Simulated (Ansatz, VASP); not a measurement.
## Zn3O in VASP and in Ansatz

```
CELL_PARAMETERS angstrom
3.04868 0.00000 0.00000
-1.52434 2.64024 0.00000
0.00000 0.00000 7.06700
ATOMIC_POSITIONS crystal
Zn 0.00000 0.00000 0.06273
Zn 0.33333 0.66667 0.65528
Zn 0.66667 0.33333 0.36530
O 0.33333 0.66667 0.92669
```

Alike in both runs: task relaxation of cell and atoms; functional PBE; k mesh 12 × 12 × 6; occupations gaussian, width 0.1 eV; no spin polarisation.

|  | VASP | Ansatz |
| --- | --- | --- |
| version | VASP 6.6.1 | Ansatz 0.2.0 |
| potentials or method | VASP PAW PBE potentials, release 64 (Zn, O), cutoff 600 eV | scalar-relativistic, plane waves, PAW |
| valence electrons in the cell | 42 | 42 |

Ansatz gave:

| Quantity | Value |
| --- | --- |
| gap on the k mesh at the Fermi level, each at its own relaxed structure (eV) | none |
| relaxed volume (Å³/atom) | 14.31 |
| relaxed cell length with the largest relative difference (Å) | 3.098 |

Problem. Which values does VASP return?

Solution. gap on the k mesh at the Fermi level, each at its own relaxed structure (eV): none; relaxed volume (Å³/atom): 14.38; relaxed cell length with the largest relative difference (Å): 3.104.

A gap of «none» marks a metal or a gap that the smearing closes.
